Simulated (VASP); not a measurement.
Set up this calculation in VASP 6.6.1, as the native input.

* Task: single point
* Functional: PBEsol
* Potentials or basis: VASP PAW PBE potentials, release 64 (Ti_sv, B)
* Cutoff: 520 eV
* k mesh: 14 × 14 × 14
* Occupations: fermi-dirac, width 0.15 eV
* Spin: no spin polarisation
* Dipole correction: no
* Further INCAR settings: ALGO = Normal; EDIFF = 1e-06; NBANDS = 14

The structure of TiB lies in POSCAR:

```
TiB
1.0
    0.0000000000      2.4730992810      2.4730992810
    2.4730992810      0.0000000000      2.4730992810
    2.4730992810      2.4730992810      0.0000000000
Ti B
1 1
Direct
    0.7500000000      0.7500000000      0.7500000000
    0.0000000000      0.0000000000      0.0000000000
```

This cell differs from its parent crystal: volume scaled by 1.02.

These files were run (other wordings do the same):

INCAR

```
SYSTEM = TiB
  ALGO = Normal
  EDIFF = 1E-6
  ENCUT = 520
  GGA = PS
  ISIF = 2
  ISMEAR = -1
  LASPH = .True.
  LCHARG = .True.
  LELF = .True.
  LREAL = .False.
  LVHAR = .True.
  LWAVE = .False.
  NBANDS = 14
  NELM = 100
  PREC = Accurate
  SIGMA = 0.15
```

KPOINTS

```
k-points
0
Gamma
  14 14 14
  0 0 0
```

Potentials or basis: VASP PAW PBE potentials, release 64 (Ti_sv, B).

Launch:

```sh
$ cat potpaw_PBE.64/Ti_sv/POTCAR potpaw_PBE.64/B/POTCAR > POTCAR
$ mpirun -np 1 vasp_std > vasp.out
```

It gave:

The pressure is -2.0 GPa.

Caveat: the PAW data sets were made with another functional, which shifts forces and pressure a little.

Wall time 24 s on 1 thread of Intel(R) Xeon(R) 6975P-C (Granite Rapids), with other jobs on the host, peak memory 0.19 GiB.
